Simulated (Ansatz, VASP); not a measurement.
**One calculation of Si, two programs**

```
Si
1.0
    -1.68473    1.68473    1.30481
     1.68473   -1.68473    1.30481
     1.68473    1.68473   -1.30481
Si
1
Direct
  0.00000 0.00000 0.00000
```

Change from the starting cell: strain +0.030 along x and y, +0.000 along z, atoms carried along.

Alike in both runs: task single point; functional LDA; k mesh 28 × 28 × 28; occupations gaussian, width 0.15 eV; no spin polarisation.

|  | VASP | Ansatz |
| --- | --- | --- |
| version | VASP 6.6.1 | Ansatz 0.2.0 |
| potentials or method | VASP PAW LDA potentials, release 64 (Si), cutoff 520 eV | scalar-relativistic, plane waves, PAW |
| valence electrons in the cell | 4 | 4 |

```tsv
	VASP	Ansatz	Ansatz less VASP
gap on the k mesh at the Fermi level (eV)	none	none	-
pressure (GPa)	-4.8	-4.9	-0.04
traceless stress, the component that is largest in VASP (GPa)	0.59	0.60	+0.008
```

LDA's correlation is that of Perdew and Zunger in VASP and of Perdew and Wang (1992) in Ansatz. A gap of «none» marks a metal or a gap that the smearing closes.
